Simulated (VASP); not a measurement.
Input of a VASP 6.6.1 run:

File INCAR:

```
SYSTEM = HfB2
PREC     = Accurate       ! precision mode
ENCUT    = 520            ! plane-wave cutoff, eV
EDIFF    = 1E-6           ! SCF threshold, eV
ISMEAR   = -1             ! smearing method
SIGMA    = 0.05           ! smearing width, eV
LREAL    = .FALSE.        ! projectors in reciprocal space
LASPH    = .TRUE.         ! aspherical terms in the spheres
NELM     = 100            ! most SCF steps
ALGO     = Normal         ! electronic algorithm
ISIF     = 2              ! what is computed and relaxed
LWAVE    = .FALSE.        ! write WAVECAR
LCHARG   = .FALSE.        ! write CHGCAR
GGA      = CA             ! functional
NBANDS   = 15             ! bands
```

File KPOINTS:

```
regular mesh
0
G
  10 10 8
  0 0 0
```

POSCAR

```
HfB2
1.0
    3.1607953080      0.0000000000      0.0000000000
   -1.5803976540      2.7373290329      0.0000000000
    0.0000000000      0.0000000000      3.5030470293
Hf B
1 2
Direct
    0.0000000000      0.0000000000      0.0000000000
    0.6666666667      0.3333333333      0.5000000000
    0.3333333333      0.6666666667      0.5000000000
```

Potentials or basis: VASP PAW LDA potentials, release 64 (Hf_pv, B).

Run with:

```console
$ cat potpaw_LDA.64/Hf_pv/POTCAR potpaw_LDA.64/B/POTCAR > POTCAR
$ mpirun -np 1 vasp_std > vasp.out
```

(1) Estimate the band gap on the k mesh.

(2) Estimate the pressure.

Results:

(1) zero (band 8 reaches 8.04 eV, above the bottom of band 9 at 7.25 eV).

(2) -14.3 GPa.

Caveat: spin-orbit coupling is left out, which moves the levels of the heavy elements.
